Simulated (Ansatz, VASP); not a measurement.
## TiAl3: VASP beside Ansatz

```
Ti Al
1.0
    -1.90790    1.90790    4.27679
     1.90790   -1.90790    4.27679
     1.90790    1.90790   -4.27679
Ti Al
1 3
Direct
  0.00000 0.00000 0.00000
  0.50000 0.50000 0.00000
  0.75000 0.25000 0.50000
  0.25000 0.75000 0.50000
```

Alike in both runs: functional PBEsol; k mesh 16 × 16 × 16; occupations gaussian, width 0.1 eV; no spin polarisation.

Ansatz relaxed the structure, and its values are those at the end. VASP's run is a single point on that final structure, the one shown.

|  | VASP | Ansatz |
| --- | --- | --- |
| version | VASP 6.6.1 | Ansatz 0.2.0 |
| potentials or method | VASP PAW PBE potentials, release 64 (Ti_sv, Al), cutoff 520 eV | scalar-relativistic, plane waves, PAW |
| valence electrons in the cell | 21 | 21 |

|  | VASP | Ansatz | Ansatz less VASP |
| --- | --- | --- | --- |
| gap on the k mesh at the Fermi level (eV) | none | none | - |
| pressure (GPa) | 0.1 | 0.0 | -0.15 |

VASP's potentials were made for PBE, not for PBEsol. A gap of «none» marks a metal or a gap that the smearing closes. The functional is the same, so the differences come from potentials, cutoffs and numerics.
